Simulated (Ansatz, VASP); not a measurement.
One calculation of Ta2N, two programs

POSCAR

```
Ta2N
1.0
    5.0421221510      0.0000000000      0.0000000000
    0.0000000000      5.0421221510      0.0000000000
    0.0000000000      0.0000000000      3.2476359262
Ta N
4 2
Direct
    0.3060000000      0.3060000000      0.0000000000
    0.1940000000      0.8060000000      0.5000000000
    0.6940000000      0.6940000000      0.0000000000
    0.8060000000      0.1940000000      0.5000000000
    0.0000000000      0.0000000000      0.0000000000
    0.5000000000      0.5000000000      0.5000000000
```

File INCAR.step1:

```
  PREC = Accurate
  ENCUT = 520
  ISMEAR = 0
  SIGMA = 0.1
  LREAL = F
  LASPH = T
  NELM = 80
  NBANDS = 36
  GGA = PE
  ALGO = Normal
  EDIFF = 1E-4
  LWAVE = T
  LCHARG = F
```

File INCAR.step2:

```
  PREC = Accurate
  ENCUT = 520
  EDIFF = 1E-6
  ISMEAR = 0
  SIGMA = 0.1
  LREAL = F
  LASPH = T
  NELM = 80
  ALGO = Normal
  ISIF = 2
  LWAVE = F
  LCHARG = T
  METAGGA = R2SCAN
  LMIXTAU = T
  LELF = T
  LVHAR = T
  NBANDS = 36
  ISTART = 1
```

Contents of KPOINTS:

```
regular mesh
0
Gamma
  4 4 6
```

Input for Ansatz:

```yaml
crystal:
  lattice:
    - [5.042122151, 0.0, 0.0]
    - [0.0, 5.042122151, 0.0]
    - [0.0, 0.0, 3.2476359262]
  atoms:
    - { symbol: Ta, position: [0.306, 0.306, 0.0] }
    - { symbol: Ta, position: [0.194, 0.806, 0.5] }
    - { symbol: Ta, position: [0.694, 0.694, 0.0] }
    - { symbol: Ta, position: [0.806, 0.194, 0.5] }
    - { symbol: "N", position: [0.0, 0.0, 0.0] }
    - { symbol: "N", position: [0.5, 0.5, 0.5] }
basis:
  ecutwfc: 500
kpoints:
  mp_grid: { grid: [4, 4, 6] }
hamiltonian:
  xc: r2scan
scf:
  occupations: { method: gaussian, width: 0.1 }
  lower_state_search: "off"
output:
  forces: true
  stress: true
  eigenvalues: true
```

Alike in both runs: task single point; functional r2SCAN; k mesh 4 × 4 × 6; occupations gaussian, width 0.1 eV; no spin polarisation.

|  | VASP | Ansatz |
| --- | --- | --- |
| version | VASP 6.6.1 | Ansatz 0.2.0 |
| potentials or method | VASP PAW PBE potentials, release 64 (Ta_pv, N), cutoff 520 eV | scalar-relativistic, plane waves, PAW |
| valence electrons in the cell | 54 | 62 |

|  | VASP | Ansatz | Ansatz less VASP |
| --- | --- | --- | --- |
| gap on the k mesh at the Fermi level (eV) | none | none | - |
| pressure (GPa) | -1.3 | -2.4 | -1.13 |
| traceless stress, the component that is largest in VASP (GPa) | -6.97 | -7.01 | -0.041 |
| rms of the force components (eV/Å) | 1.176 | 1.171 | -0.0049 |

VASP's potentials were made for PBE, not for r2SCAN. Atom by atom the forces differ by 0.005 eV/Å (rms over components). A gap of «none» marks a metal or a gap that the smearing closes. VASP's potentials hold 54 valence electrons a cell and Ansatz's 62, so a difference there can come from the potentials and not from the codes.

Spin-orbit coupling is off throughout.
